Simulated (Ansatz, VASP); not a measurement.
# One calculation of Hf, two programs

```xyz
2
Lattice="3.1860 0.0000 0.0000 -1.5930 2.7592 0.0000 0.0000 0.0000 5.0409" Properties=species:S:1:pos:R:3 pbc="T T T"
Hf    0.0000    1.8394    1.2602
Hf    1.5930    0.9197    3.7807
```

Change from the starting cell: volume scaled by 0.99, crystal datasets.

Alike in both runs: task electric field gradients; functional PBEsol; k mesh 13 × 13 × 7; occupations fermi-dirac, width 0.05 eV; no spin polarisation.

|  | VASP | Ansatz |
| --- | --- | --- |
| version | VASP 6.6.1 | Ansatz 0.2.0 |
| potentials or method | VASP PAW PBE potentials, release 64 (Hf_pv), cutoff 520 eV | all-electron PAW with datasets made for the crystal, scalar-relativistic |

|  | VASP | Ansatz | Ansatz less VASP |
| --- | --- | --- | --- |
| pressure (GPa) | -3.1 | -2.7 | +0.40 |
| traceless stress, the component that is largest in VASP (GPa) | -0.16 | -0.09 | +0.069 |
| size of Vzz on the site where it differs most (V/Å²) | 84.6 | 93.6 | +9.01 |

VASP's potentials were made for PBE, not for PBEsol. Ansatz ran all-electron here, and VASP with PAW potentials.

Neither program's run includes spin-orbit coupling.
